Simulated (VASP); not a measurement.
Write the native input for VASP 6.6.1 that does the following.

```yaml
Task: single point
Functional: LDA
Potentials_or_basis: VASP PAW LDA potentials, release 64 (Mo_sv)
Cutoff: 520 eV
k_mesh: 24 × 24 × 24
Occupations: gaussian, width 0.15 eV
Spin: no spin polarisation
Dipole_correction: no
Further_INCAR_settings: ALGO = Fast; EDIFF = 1e-06; NBANDS = 13
```

The structure of Mo lies in POSCAR:

```
Mo
1.0
   -1.4783676014      1.4783676014      1.7740411216
    1.4783676014     -1.4783676014      1.7740411216
    1.4783676014      1.4783676014     -1.7740411216
Mo
1
Direct
    0.0000000000      0.0000000000      0.0000000000
```

This cell differs from its parent crystal: ratio of the length along z to the lengths across it x 1.2, volume and fractional coordinates fixed.

One way to write it, as run:

INCAR

```
SYSTEM = Mo
ALGO = Fast
EDIFF = 1E-6
ENCUT = 520
GGA = CA
ISIF = 2
ISMEAR = 0
LASPH = .True.
LCHARG = .True.
LELF = .True.
LREAL = .False.
LVHAR = .True.
LWAVE = .False.
NBANDS = 13
NELM = 100
PREC = Accurate
SIGMA = 0.15
```

KPOINTS

```
k-points
0
Gamma
  24 24 24
  0 0 0
```

Potentials or basis: VASP PAW LDA potentials, release 64 (Mo_sv).

The run is started by

```bash
$ cat potpaw_LDA.64/Mo_sv/POTCAR > POTCAR
$ mpirun -np 1 vasp_std > vasp.out
```

It gave:

| Property | Result |
| --- | --- |
| Pressure | -3.9 GPa |
| Band gap on the k mesh | zero (bands 7 and 8 overlap by 4.81 eV) |

Caveat: the stress differs along the axes, from -23 to 6 GPa.

Wall time 4.2 min on 1 thread of Intel Xeon 8259CL (shared host), peak memory 0.29 GiB.
